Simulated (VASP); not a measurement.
# Sr (Im-3m) in VASP: a series of runs

The runs below take Sr through single point, with PBE.

Everything below comes from runs of VASP 6.6.1. Logs are shortened: lines on timing, memory, paths and dates and some standing lists are left out, and cuts for length are marked.

**1. The cell of the first run**

The structure is cubic, space group Im-3m (No. 229). Conventional cell: a = 3.595 Å, b = 3.595 Å, c = 3.595 Å, α = 90.00°, β = 90.00°, γ = 90.00°. Sr (site symmetry m-3m) has 14 Sr at 3.11 to 3.60 Å within 4.1 Å.

**2. Single point, PBE (volume scaled by 0.43)**

Input file INCAR:

```
SYSTEM = Sr
  PREC = Accurate
  ENCUT = 520
  EDIFF = 1E-7
  ISMEAR = -1
  SIGMA = 0.05
  LREAL = .False.
  LASPH = .True.
  NELM = 60
  ALGO = Normal
  ISIF = 2
  LWAVE = .False.
  LCHARG = .False.
  GGA = PE
  NBANDS = 11
```

Input file KPOINTS:

```
Automatic mesh
0
Gamma
  11 11 11
  0 0 0
```

Input file POSCAR:

```
Sr
1.0
   -1.7976367705      1.7976367705      1.7976367705
    1.7976367705     -1.7976367705      1.7976367705
    1.7976367705      1.7976367705     -1.7976367705
Sr
1
Direct
    0.0000000000      0.0000000000      0.0000000000
```

Potentials or basis: VASP PAW PBE potentials, release 64 (Sr_sv).

The run is started by

```bash
cat potpaw_PBE.64/Sr_sv/POTCAR > POTCAR
mpirun -np 1 vasp_std > vasp.out
```

OUTCAR:

```text
SYSTEM = Sr
   PREC = Accurate
   ENCUT = 520
   EDIFF = 1E-7
   ISMEAR = -1
   LREAL = .False.
   LASPH = .True.
   NELM = 60
   ISIF = 2
   GGA = PE

 ion  position               nearest neighbor table
   1  0.000  0.000  0.000-

  LATTYP: Found a body centered cubic cell.
 ALAT       =     3.5952735410

  Lattice vectors:

 A1 = (  -1.7976367705,   1.7976367705,   1.7976367705)
 A2 = (   1.7976367705,  -1.7976367705,   1.7976367705)
 A3 = (   1.7976367705,   1.7976367705,  -1.7976367705)

Analysis of symmetry for initial positions (statically):
=====================================================================
 Subroutine PRICEL returns:
 Original cell was already a primitive cell.

 Routine SETGRP: Setting up the symmetry group for a
 body centered cubic supercell.

 Subroutine GETGRP returns: Found 48 space group operations
 (whereof 48 operations were pure point group operations)
 out of a pool of 48 trial point group operations.

The static configuration has the point symmetry O_h .

Analysis of symmetry for dynamics (positions and initial velocities):
=====================================================================
 Subroutine PRICEL returns:
 Original cell was already a primitive cell.

 Routine SETGRP: Setting up the symmetry group for a
 body centered cubic supercell.

 Subroutine GETGRP returns: Found 48 space group operations
 (whereof 48 operations were pure point group operations)
 out of a pool of 48 trial point group operations.

The dynamic configuration has the point symmetry O_h .

 Subroutine INISYM returns: Found 48 space group operations
 (whereof 48 operations are pure point group operations),
 and found     1 'primitive' translations

----------------------------------------------------------------------------------------

                                     Primitive cell

  volume of cell :      23.2362

  direct lattice vectors                    reciprocal lattice vectors
    -1.797636771  1.797636771  1.797636771     0.000000000  0.278142953  0.278142953
     1.797636771 -1.797636771  1.797636771     0.278142953  0.000000000  0.278142953
     1.797636771  1.797636771 -1.797636771     0.278142953  0.278142953  0.000000000

  length of vectors
     3.113598220  3.113598220  3.113598220     0.393353537  0.393353537  0.393353537

  position of ions in fractional coordinates (direct lattice)
     0.000000000  0.000000000  0.000000000

  ion indices of the primitive-cell ions
   primitive index   ion index
                 1           1

----------------------------------------------------------------------------------------

 KPOINTS: Automatic mesh

Automatic generation of k-mesh.
 Grid dimensions read from file:
 generate k-points for:   11   11   11

 Generating k-lattice:

  Cartesian coordinates                     Fractional coordinates (reciprocal lattice)
     0.000000000  0.025285723  0.025285723     0.090909091  0.000000000  0.000000000
     0.025285723  0.000000000  0.025285723     0.000000000  0.090909091  0.000000000
     0.025285723  0.025285723  0.000000000     0.000000000  0.000000000  0.090909091

  Length of vectors
     0.035759412  0.035759412  0.035759412

  Shift w.r.t. Gamma in fractional coordinates (k-lattice)
     0.000000000  0.000000000  0.000000000

 Subroutine IBZKPT returns following result:
 ===========================================

 Found     56 irreducible k-points:

 Following reciprocal coordinates:
            Coordinates               Weight
  0.000000  0.000000  0.000000      1.000000
  0.090909  0.000000  0.000000     12.000000
  0.181818  0.000000  0.000000     12.000000
  0.272727  0.000000  0.000000     12.000000
  0.363636  0.000000  0.000000     12.000000
  0.454545  0.000000  0.000000     12.000000
[... 16 lines left out ...]
  0.272727  0.181818  0.090909     48.000000
  0.363636  0.181818  0.090909     24.000000
 [... further k-points ...]
   k-points           NKPTS =     56   k-points in BZ     NKDIM =     56   number of bands    NBANDS=     11
   number of dos      NEDOS =    301   number of ions     NIONS =      1
   total plane-waves  NPLWV =  13824
   dimension x,y,z NGX =    24 NGY =   24 NGZ =   24
   dimension x,y,z NGXF=    48 NGYF=   48 NGZF=   48
   ions per type =               1
   NGX,Y,Z   is equivalent  to a cutoff of  12.81, 12.81, 12.81 a.u.
   NGXF,Y,Z  is equivalent  to a cutoff of  25.63, 25.63, 25.63 a.u.
 SYSTEM =  Sr
   PREC   = accura    normal or accurate (medium, high low for compatibility)
   ISTART =      0    job   : 0-new  1-cont  2-samecut
   ICHARG =      2    charge: 1-file 2-atom 10-const
   ISPIN  =      1    spin polarized calculation?
   LNONCOLLINEAR =      F non collinear calculations
   LSORBIT =      F    spin-orbit coupling
   LASPH  =      T    aspherical Exc in radial PAW
   ENCUT  =  520.0 eV  38.22 Ry    6.18 a.u.   5.79  5.79  5.79*2*pi/ulx,y,z
   NELM   =     60;   NELMIN=  2; NELMDL= -5     # of ELM steps
   EDIFF  = 0.1E-06   stopping-criterion for ELM
   LREAL  =      F    real-space projection
   EDIFFG = 0.1E-05   stopping-criterion for IOM
   NSW    =      0    number of steps for IOM
   IBRION =     -1    ionic relax: 0-MD 1-quasi-New 2-CG
   NFREE  =      0    steps in history (QN), initial steepest desc. (CG)
   ISIF   =      2    stress and relaxation
   ISYM   =      2    0-nonsym 1-usesym 2-fastsym
   POTIM  = 0.5000    time-step for ionic-motion
   TEBEG  =    0.0;   TEEND  =   0.0 temperature during run
   PSTRESS=    0.0 pullay stress
   NELECT =      10.0000    total number of electrons
   NUPDOWN=      -1.0000    fix difference up-down
   EMIN   =  10.00;   EMAX   =-10.00  energy-range for DOS
   EFERMI =   0.00;   METHOD = LEGACY
   ISMEAR =    -1;   SIGMA  =   0.05  broadening in eV -4-tet -1-fermi 0-gaus
   EFERMI_NEDOS =   21; number of points for ismear=-14 and -15
   IALGO  =     38    algorithm
   IMIX   =      4    mixing-type and parameters
     AMIX     =   0.40;   BMIX     =  1.00
     AMIX_MAG =   1.60;   BMIX_MAG =  1.00
  volume/ion in A,a.u.               =      23.24       156.81
  Fermi-wavevector in a.u.,A,eV,Ry     =   1.236003  2.335707 20.785670  1.527704
  Thomas-Fermi vector in A             =   2.370629
   LORBIT       =      0    0 simple, 1 ext, 2 COOP (PROOUT), +10 PAW based schemes
   GGA     = PE    functional components
   LHFCALC =     F    Hartree Fock is set to
   AEXX    =    0.0000 exact exchange contribution
   IVDW    =     0    specifies the selected vdW correction
   LEPSILON=     F    determine dielectric tensor
   LRPA    =     F    only Hartree local field effects (RPA)
 non-spin polarized calculation
  energy-cutoff  :      520.00
  volume of cell :       23.24
 maximum number of plane-waves:       642
   NGX = 11   NGY = 11   NGZ = 11

 number of electron      10.0000000 magnetization

 Free energy of the ion-electron system (eV)
  ---------------------------------------------------
  ext. energy  EPLUGINS =         0.00000000
  ---------------------------------------------------
  free energy    TOTEN  =         0.32150132 eV

  energy without entropy =        0.33239584  energy(sigma->0) =        0.32694858

 E-fermi :   5.5152     XC(G=0): -10.5653

 val. band max:        5.4975510368   @ k =  -0.2727   0.3636   0.1818
 cond. band min:       5.5154716663   @ k =  -0.2727   0.2727   0.2727
 fundamental gap:      0.0179206295
 Fermi energy:         5.5151586342

 k-point     1 :       0.0000    0.0000    0.0000
  band No.  band energies     occupation
      1     -30.1919      2.00000
      2     -10.8981      2.00000
      3     -10.8981      2.00000
      4     -10.8981      2.00000
      5       1.7696      2.00000
      6       8.9662      0.00000
      7       8.9662      0.00000
      8       8.9662      0.00000
      9      11.7464      0.00000
     10      11.7464      0.00000
     11      17.6442      0.00000

 k-point     2 :       0.0909    0.0000    0.0000
  band No.  band energies     occupation
      1     -30.1537      2.00000
      2     -11.1409      2.00000
      3     -10.9617      2.00000
      4     -10.9028      2.00000
      5       2.1517      2.00000
      6       8.6551      0.00000
      7       8.7956      0.00000
      8       9.3383      0.00000
      9      11.2525      0.00000
     10      11.6987      0.00000
     11      18.0807      0.00000

 k-point     3 :       0.1818    0.0000    0.0000
  band No.  band energies     occupation
      1     -30.0497      2.00000
      2     -11.7459      2.00000
      3     -11.1276      2.00000
      4     -10.9157      2.00000
      5       3.0806      2.00000
      6       7.9595      0.00000
      7       8.1366      0.00000
      8      10.4189      0.00000
      9      11.0623      0.00000
     10      11.6823      0.00000
     11      19.0039      0.00000

 k-point     4 :       0.2727    0.0000    0.0000
  band No.  band energies     occupation
      1     -29.9092      2.00000
      2     -12.4616      2.00000
      3     -11.3348      2.00000
      4     -10.9331      2.00000
      5       3.8973      2.00000
      6       7.2360      0.00000
      7       7.7601      0.00000
      8      11.5504      0.00000
      9      11.8935      0.00000
     10      12.1075      0.00000
     11      18.8576      0.00000

 k-point     5 :       0.3636    0.0000    0.0000
  band No.  band energies     occupation
      1     -29.7755      2.00000
      2     -13.0644      2.00000
      3     -11.5163      2.00000
      4     -10.9496      2.00000
      5       3.9660      2.00000
      6       6.6851      0.00000
      7       8.4976      0.00000
      8      12.1175      0.00000
      9      12.4146      0.00000
     10      14.2188      0.00000
     11      17.2974      0.00000

 k-point     6 :       0.4545    0.0000    0.0000
  band No.  band energies     occupation
      1     -29.6938      2.00000
      2     -13.4037      2.00000
      3     -11.6206      2.00000
      4     -10.9596      2.00000
      5       3.7678      2.00000
      6       6.3935      0.00000
      7       9.5420      0.00000
      8      12.2435      0.00000
      9      13.0976      0.00000
     10      15.8993      0.00000
     11      16.2147      0.00000

 k-point     7 :       0.0909    0.0909    0.0000
  band No.  band energies     occupation
      1     -30.0826      2.00000
      2     -11.5554      2.00000
      3     -11.0389      2.00000
      4     -10.9582      2.00000
      5       2.8209      2.00000
      6       8.2303      0.00000
      7       8.2511      0.00000
      8      10.1242      0.00000
      9      10.7588      0.00000
     10      11.9207      0.00000
     11      18.5240      0.00000

 k-point     8 :       0.1818    0.0909    0.0000
  band No.  band energies     occupation
      1     -29.9601      2.00000
      2     -12.1751      2.00000
      3     -11.2455      2.00000
      4     -10.9935      2.00000
      5       3.7963      2.00000
      6       7.4711      0.00000
      7       7.6555      0.00000
      8      10.7871      0.00000
      9      11.5676      0.00000
     10      12.3063      0.00000
     11      19.3818      0.00000
[... 141 lines left out ...]
 k-point    19 :       0.2727    0.0909    0.0909
  band No.  band energies     occupation
      1     -29.7490      2.00000
      2     -13.0128      2.00000
      3     -11.6326      2.00000
      4     -11.1544      2.00000
      5       4.7803      2.00000
      6       6.5441      0.00000
      7       7.8031      0.00000
      8      12.2495      0.00000
      9      12.7421      0.00000
     10      15.3773      0.00000
     11      18.1113      0.00000

 k-point    20 :       0.3636    0.0909    0.0909
  band No.  band energies     occupation
      1     -29.6777      2.00000
      2     -13.2419      2.00000
      3     -11.8098      2.00000
      4     -11.1783      2.00000
      5       4.5865      2.00000
      6       6.3561      0.00000
      7       8.9091      0.00000
      8      12.5031      0.00000
      9      13.2385      0.00000
     10      16.8564      0.00000
     11      16.8987      0.00000

 k-point    21 :      -0.0909    0.0909    0.0909
  band No.  band energies     occupation
      1     -30.1165      2.00000
      2     -11.2457      2.00000
      3     -11.0268      2.00000
      4     -11.0268      2.00000
      5       2.5156      2.00000
      6       8.7852      0.00000
      7       8.7852      0.00000
      8       9.2935      0.00000
      9      10.1712      0.00000
     10      12.2863      0.00000
     11      18.9614      0.00000

 k-point    22 :       0.1818    0.1818    0.0909
  band No.  band energies     occupation
      1     -29.7622      2.00000
      2     -12.8930      2.00000
      3     -11.5929      2.00000
      4     -11.2830      2.00000
      5       5.4606      1.49733
      6       6.5700      0.00000
      7       6.9388      0.00000
      8      12.1147      0.00000
      9      12.8595      0.00000
     10      15.4267      0.00000
     11      19.5233      0.00000

 k-point    23 :       0.2727    0.1818    0.0909
  band No.  band energies     occupation
      1     -29.6811      2.00000
      2     -13.0240      2.00000
      3     -11.9323      2.00000
      4     -11.3593      2.00000
      5       5.4927      1.22076
      6       6.4936      0.00000
      7       7.7802      0.00000
      8      12.5233      0.00000
      9      13.2593      0.00000
     10      16.8169      0.00000
     11      18.6336      0.00000

 k-point    24 :       0.3636    0.1818    0.0909
  band No.  band energies     occupation
      1     -29.6505      2.00000
      2     -13.0455      2.00000
      3     -12.0908      2.00000
      4     -11.3828      2.00000
      5       5.3926      1.84131
      6       6.4731      0.00000
      7       8.3781      0.00000
      8      12.7030      0.00000
      9      13.3893      0.00000
     10      17.3814      0.00000
     11      17.8627      0.00000

 [... further k-points ...]
[... 5 lines left out ...]
  --------------------------------------------------------------------------------------
  -------------------------------------------------------------------------------------
  Total        5.2165899      5.2165899      5.2165899      0.0000000      0.0000000      0.0000000
  in kB      359.6925650    359.6925650    359.6925650      0.0000000      0.0000000      0.0000000
  external PRESSURE =     359.6925650 kB  Pullay stress =       0.0000000 kB

 VOLUME and BASIS-vectors are now :
 -----------------------------------------------------------------------------
  energy-cutoff  :      520.00
  volume of cell :       23.24
      direct lattice vectors                 reciprocal lattice vectors
    -1.797636771  1.797636771  1.797636771     0.000000000  0.278142953  0.278142953
     1.797636771 -1.797636771  1.797636771     0.278142953  0.000000000  0.278142953
     1.797636771  1.797636771 -1.797636771     0.278142953  0.278142953  0.000000000

 POSITION                                       TOTAL-FORCE (eV/Angst)
 -----------------------------------------------------------------------------------
      0.00000      0.00000      0.00000        -0.000000     -0.000000      0.000000
 -----------------------------------------------------------------------------------
    total drift:                               -0.000000      0.000000      0.000000

  FREE ENERGIE OF THE ION-ELECTRON SYSTEM (eV)
  ---------------------------------------------------
  free  energy   TOTEN  =         0.3215013240 eV

  energy  without entropy=        0.3323958367  energy(sigma->0) =        0.32694858
```

It took 13 s on 1 thread of AMD EPYC 7R43 (Zen 3), shared host; peak memory 0.11 GiB.

What came out:

* Free energy: 0.3215 eV
* Pressure: 36.0 GPa
* Band gap on the k mesh: zero (band 5 reaches 6.53 eV, above the bottom of band 6 at 3.65 eV)

Levels at points of the mesh, in eV from the Fermi level:
```csv
k point,band 1,band 2,band 3,band 4,band 5,band 6,band 7,band 8,band 9,band 10
"(0.00, 0.00, 0.00)",-35.71,-16.41,-16.41,-16.41,-3.75,3.45,3.45,3.45,6.23,6.23
```

(Continued in part 2 of 2.)
